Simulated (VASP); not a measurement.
A run of VASP 6.6.1 is set up as follows.

Contents of INCAR:

```
SYSTEM = ScCu
PREC = Accurate
ENCUT = 520
EDIFF = 1E-8
ISMEAR = -1
SIGMA = 0.05
LREAL = .False.
LASPH = .True.
NELM = 60
ALGO = Normal
ISIF = 2
LWAVE = .False.
LCHARG = .False.
GGA = CA
LEFG = .True.
NBANDS = 18
```

File KPOINTS:

```
regular mesh
0
Gamma
  11 11 11
  0 0 0
```

The input POSCAR:

```
ScCu
1.0
    3.2451102866      0.0000000000      0.0000000000
    0.0000000000      3.2451102866      0.0000000000
    0.0000000000      0.0000000000      3.2451102866
Sc Cu
1 1
Direct
    0.5000000000      0.5000000000      0.5000000000
    0.0000000000      0.0000000000      0.0000000000
```

Potentials or basis: VASP PAW LDA potentials, release 64 (Sc_sv, Cu).

The run is started by

```console
$ cat potpaw_LDA.64/Sc_sv/POTCAR potpaw_LDA.64/Cu/POTCAR > POTCAR
$ mpirun -np 1 vasp_std > vasp.out
```

Task: What does it give for the band gap on the k mesh?

Result: Zero (band 11 reaches 5.86 eV, above the bottom of band 12 at 4.01 eV).

Task: Predict the pressure.

Result: -6.4 GPa.

Caveat: without QUAD_EFG the Cq values of the log hold for a quadrupole moment of 1 mb, not for the nuclei.
